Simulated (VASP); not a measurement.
Here is a VASP 6.6.1 calculation.

File INCAR:

```
SYSTEM = Cd
ALGO = Normal ; EDIFF = 1E-6
EDIFFG = -0.005 ; ENCUT = 600
GGA = PE ; IBRION = 2
ISIF = 3 ; ISMEAR = -1
LASPH = .TRUE. ; LCHARG = .FALSE.
LREAL = .FALSE. ; LWAVE = .FALSE.
NELM = 100 ; NSW = 32
PREC = Accurate ; PSTRESS = 4200.0
SIGMA = 0.1
```

Contents of KPOINTS:

```
k-points
0
G
  10 10 13
  0 0 0
```

File POSCAR:

```
Cd
1.0
    3.8151888144      0.0000000000      0.0000000000
   -1.9075944072      3.3040504335      0.0000000000
    0.0000000000      0.0000000000      2.2946239571
Cd
3
Direct
    0.0000000000      0.0000000000      0.0000000000
    0.3333333333      0.6666666667      0.5000000000
    0.6666666667      0.3333333333      0.5000000000
```

Potentials or basis: VASP PAW PBE potentials, release 64 (Cd).

The run is started by

```bash
$ cat potpaw_PBE.64/Cd/POTCAR > POTCAR
$ mpirun -np 1 vasp_std > vasp.out
```

**Question.** Estimate the relaxed volume.

**Answer.** 9.76 Å³/atom.

**Question.** Predict the band gap on the k mesh.

**Answer.** Zero (bands 18 and 19 overlap by 3.39 eV).

Final structure:
```cif
data_structure
_symmetry_space_group_name_H-M 'P 1'
_symmetry_Int_Tables_number 1
_cell_length_a 3.8317
_cell_length_b 3.8317
_cell_length_c 2.3038
_cell_angle_alpha 90.000
_cell_angle_beta 90.000
_cell_angle_gamma 120.000
_cell_volume 29.29
loop_
_atom_site_label
_atom_site_type_symbol
_atom_site_fract_x
_atom_site_fract_y
_atom_site_fract_z
_atom_site_occupancy
Cd1 Cd 0.00000 0.00000 0.00000 1
Cd2 Cd 0.33333 0.66667 0.50000 1
Cd3 Cd 0.66667 0.33333 0.50000 1
```

Caveat: the cell is relaxed towards a set pressure, so the run minimises the enthalpy, not the energy.
